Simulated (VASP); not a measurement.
Crystal: Ti.

```
Ti
1.0
     2.95000    0.00000    0.00000
    -1.47500    2.55477    0.00000
     0.00000    0.00000    4.68600
Ti
2
Direct
  0.33333 0.66667 0.25000
  0.66667 0.33333 0.75000
```

```yaml
Program: VASP 6.6.1
Task: relaxation of cell and atoms
Functional: LDA
Potentials_or_basis: VASP PAW LDA potentials, release 64 (Ti_sv)
Cutoff: 600 eV
k_mesh: 12 × 12 × 7
Occupations: fermi-dirac, width 0.05 eV
Spin: collinear spin, ferromagnetic start
Starting_moments: "[1.0, 1.0] μB"
```

At the start: pressure -9.9 GPa; volume 17.66 Å³/atom.

Question: Where does the relaxation end?

Answer: Over 6 steps the energy falls by 52.4 meV/atom and the volume is 16.09 Å³/atom (-8.9 %); space group P6_3/mmc (No. 194, to 0.05 Å); moment 0.00 μB per cell.

The path:
```
step  energy change (eV)  largest force (eV/Å)  pressure (GPa)  volume (Å³)
   1              0.0000                0.0000           -9.95        35.32
   2             -0.0409                0.0000            9.88        30.00
   3             -0.1047                0.0000           -0.10        32.20
   4             -0.1047                0.0000            0.15        32.14
   5             -0.1047                0.0000           -0.10        32.20
   6             -0.1047                0.0000           -0.01        32.18
```

Final structure:
```yaml
crystal:
  lattice:
    - [2.86148, 0.00000, 0.00000]
    - [-1.43074, 2.47812, 0.00000]
    - [0.00000, 0.00000, 4.53760]
  atoms:
    - { symbol: Ti, position: [0.33333, 0.66667, 0.25000] }
    - { symbol: Ti, position: [0.66667, 0.33333, 0.75000] }
```
